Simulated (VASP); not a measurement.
A run of VASP 6.6.1:

Contents of INCAR:

```
PREC = Accurate
ENCUT = 520
EDIFF = 1E-7
ISMEAR = 0
SIGMA = 0.05
LREAL = False
LASPH = True
NELM = 80
ALGO = Normal
ISIF = 2
LWAVE = False
LCHARG = False
GGA = CA
NBANDS = 36
```

The input KPOINTS:

```
Automatic mesh
0
Gamma
  4 4 4
```

The input POSCAR:

```
MgO
1.0
    5.5230736673      0.0000000000      0.0000000000
    0.0000000000      5.5230736673      0.0000000000
    0.0000000000      0.0000000000      5.5230736673
Mg O
6 6
Direct
    0.2500000000      0.0027973816      0.5000000000
    0.0000000000      0.4972026184      0.2500000000
    0.5000000000      0.7500000000      0.0000000000
    0.7500000000      0.0027973816      0.5000000000
    0.0000000000      0.4972026184      0.7500000000
    0.5000000000      0.2500000000      0.0000000000
    0.2500000000      0.5197005603      0.0000000000
    0.5000000000     -0.0197005603      0.2500000000
    0.0000000000      0.7500000000      0.5000000000
    0.7500000000      0.5197005603      0.0000000000
    0.5000000000     -0.0197005603      0.7500000000
    0.0000000000      0.2500000000      0.5000000000
```

Potentials or basis: VASP PAW LDA potentials, release 64 (Mg, O).

Run with:

```bash
$ cat potpaw_LDA.64/Mg/POTCAR potpaw_LDA.64/O/POTCAR > POTCAR
$ mpirun -np 1 vasp_std > vasp.out
```

Hardware: 1 thread of Intel(R) Xeon(R) 6975P-C (Granite Rapids), with other jobs on the host.

Question: How long does it take, and how much memory?

Answer: Run time: 50 s on 1 thread of Intel(R) Xeon(R) 6975P-C (Granite Rapids) (shared host), peak memory 0.25 GiB. Counts: scf iterations 16, k points 18.
